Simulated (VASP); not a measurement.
The system is CoO.

```
Co O
1.0
     0.00000    2.13150    2.13150
     2.13150    0.00000    2.13150
     2.13150    2.13150    0.00000
Co O
1 1
Direct
  0.00000 0.00000 0.00000
  0.50000 0.50000 0.50000
```

Base run:

```yaml
Program: VASP 6.6.1
Functional: PBE
Potentials_or_basis: VASP PAW PBE potentials, release 64 (Co, O)
Cutoff: 520 eV
k_mesh: 10 × 10 × 10
Occupations: gaussian, width 0.05 eV
Spin: collinear spin, ferromagnetic start
Starting_moments: "[2.86, 0.0] μB"
Hubbard_terms: Co d U = 3.3 eV
```

Its results: band gap on the k mesh zero (filled and empty bands overlap); pressure -2.2 GPa; net moment 3.00 μB per cell; site moments Co +2.73; O +0.26 μB.

Problem. The run is repeated on the same cell with these changes: potentials or basis from VASP PAW PBE potentials, release 64 (Co, O) to VASP PAW PBE potentials, release 64 (Co_sv, O); cutoff from 520 eV to 600 eV; further incar settings from ALGO = Normal; EDIFF = 1e-07; NBANDS = 18 to ALGO = Normal; EDIFF = 1e-06; NBANDS = 22; valence electrons from 15 to 23. What comes out?

Solution. Band gap on the k mesh zero (filled and empty bands overlap); pressure -2.6 GPa; net moment 3.00 μB per cell; site moments Co +2.69; O +0.25 μB.

Caveats: a cell with one magnetic atom can't hold antiferromagnetic order, which such compounds often take.
